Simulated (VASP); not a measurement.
A run of VASP 6.6.1 is set up as follows.

The input INCAR:

```
SYSTEM = PbSe
PREC = Accurate
ENCUT = 520
EDIFF = 1E-8
ISMEAR = -1
SIGMA = 0.05
LREAL = .FALSE.
LASPH = .TRUE.
NELM = 100
ALGO = Normal
ISIF = 2
LWAVE = .FALSE.
LCHARG = .TRUE.
GGA = CA
NBANDS = 17
IBRION = 8
NSW = 1
```

KPOINTS

```
regular mesh
0
G
  5 5 5
  0 0 0
```

The input POSCAR:

```
PbSe
1.0
    3.7843220000      0.0000000000      0.0000000000
    0.0000000000      3.7843220000      0.0000000000
    0.0000000000      0.0000000000      3.7843220000
Pb Se
1 1
Direct
    0.0000000000      0.0000000000      0.0000000000
    0.5000000000      0.5000000000      0.5000000000
```

Potentials or basis: VASP PAW LDA potentials, release 64 (Pb_d, Se).

Command:

```bash
$ cat potpaw_LDA.64/Pb_d/POTCAR potpaw_LDA.64/Se/POTCAR > POTCAR
$ mpirun -np 1 vasp_std > vasp.out
```

Q: Estimate the highest phonon frequency at Γ, LO-TO splitting left out.

A: 0 cm⁻¹.

Q: Estimate the most unstable mode.

A: 79i cm⁻¹.

Phonon frequencies in cm⁻¹ (negative: imaginary):
```csv
q point,frequencies
"(0.000, 0.000, 0.000)",-79 -79 -79 0 0 0
```

Caveat: the cell stands under pressure or tension, which shifts response properties; some modes are imaginary.
